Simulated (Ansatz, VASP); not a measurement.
## One calculation of Au, two programs

```
Au
1.0
    -1.68990    1.68990    1.49412
     1.68990   -1.68990    1.49412
     1.68990    1.68990   -1.49412
Au
1
Direct
  0.00000 0.00000 0.00000
```

Alike in both runs: functional PBEsol; k mesh 10 × 10 × 10; occupations gaussian, width 0.1 eV; no spin polarisation.

Ansatz relaxed the structure, and its values are those at the end. VASP's run is a single point on that final structure, the one shown.

```csv
,VASP,Ansatz
version,VASP 6.6.1,Ansatz 0.2.0
potentials or method,"VASP PAW PBE potentials, release 64 (Au), cutoff 520 eV","scalar-relativistic, plane waves, PAW"
valence electrons in the cell,11,19
```

VASP gave:

* gap on the k mesh at the Fermi level (eV): none
* pressure (GPa): -0.4

Q: Estimate Ansatz's values.

A: gap on the k mesh at the Fermi level (eV): none; pressure (GPa): -0.1.

VASP's potentials were made for PBE, not for PBEsol. A gap of «none» marks a metal or a gap that the smearing closes. With one functional, cell and mesh, what is left measures potentials, basis and numerics. VASP's potentials hold 11 valence electrons a cell and Ansatz's 19, so a difference there can come from the potentials and not from the codes.

Neither program's run includes spin-orbit coupling.
